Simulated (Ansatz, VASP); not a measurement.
## Two plane-wave programs on InAs3

File INCAR:

```
SYSTEM = InAs3
ALGO     = Normal         ! electronic algorithm
EDIFF    = 1E-7           ! SCF threshold, eV
EDIFFG   = -0.01          ! ionic threshold
ENCUT    = 500            ! plane-wave cutoff, eV
GGA      = PE             ! functional
GGA_COMPAT= .FALSE.      
IBRION   = 2              ! ionic algorithm
ISIF     = 3              ! what is computed and relaxed
ISMEAR   = 0              ! smearing method
LASPH    = .TRUE.         ! aspherical terms in the spheres
LCHARG   = .FALSE.        ! write CHGCAR
LREAL    = .FALSE.        ! projectors in reciprocal space
LWAVE    = .FALSE.        ! write WAVECAR
NELM     = 120            ! most SCF steps
NELMIN   = 4            
NSW      = 100            ! ionic steps
PREC     = Accurate       ! precision mode
SIGMA    = 0.1            ! smearing width, eV
```

The input KPOINTS:

```
k-points
0
G
  12 12 10
  0 0 0
```

POSCAR

```
InAs3
1.0
    5.0372650882      0.0000000000      0.0000000000
   -2.5186325441      4.3623995319      0.0000000000
    0.0000000000      0.0000000000      5.2787955537
In As
1 3
Direct
    0.0000000000      0.0000000000      0.0000000000
    0.0000000000      0.0000000000      0.5000000000
    0.3333333333      0.6666666667      0.0000000000
    0.6666666667      0.3333333333      0.0000000000
```

Input for Ansatz:

```yaml
crystal:
  lattice:
    - [5.0372650882, 0.0, 0.0]
    - [-2.5186325441, 4.3623995319, 0.0]
    - [0.0, 0.0, 5.2787955537]
  atoms:
    - { symbol: In, position: [0.0, 0.0, 0.0] }
    - { symbol: As, position: [0.0, 0.0, 0.5] }
    - { symbol: As, position: [0.3333333333, 0.6666666667, 0.0] }
    - { symbol: As, position: [0.6666666667, 0.3333333333, 0.0] }
basis:
  ecutwfc: 420
kpoints:
  mp_grid: { grid: [12, 12, 10] }
hamiltonian:
  xc: pbe
scf:
  occupations: { method: gaussian, width: 0.1 }
output:
  forces: true
  stress: true
  eigenvalues: true
relax:
  adjacent_minimum: "off"
  f_tol: 0.01
  max_steps: 80
  cell: { stress_tol: 0.05 }
```

Alike in both runs: task relaxation of cell and atoms; functional PBE; k mesh 12 × 12 × 10; occupations gaussian, width 0.1 eV; no spin polarisation.

```csv
,VASP,Ansatz
version,VASP 6.6.1,Ansatz 0.2.0
potentials or method,"VASP PAW PBE potentials, release 64 (In_d, As), cutoff 500 eV","scalar-relativistic, plane waves, PAW"
valence electrons in the cell,28,58
```

```tsv
	VASP	Ansatz	Ansatz less VASP
gap on the k mesh at the Fermi level, each at its own relaxed structure (eV)	none	none	-
relaxed volume (Å³/atom)	29.15	29.13	-0.018
relaxed cell length with the largest relative difference (Å)	5.052	5.051	-0.0013
```

A gap of «none» marks a metal or a gap that the smearing closes. VASP's potentials hold 28 valence electrons a cell and Ansatz's 58, so a difference there can come from the potentials and not from the codes.
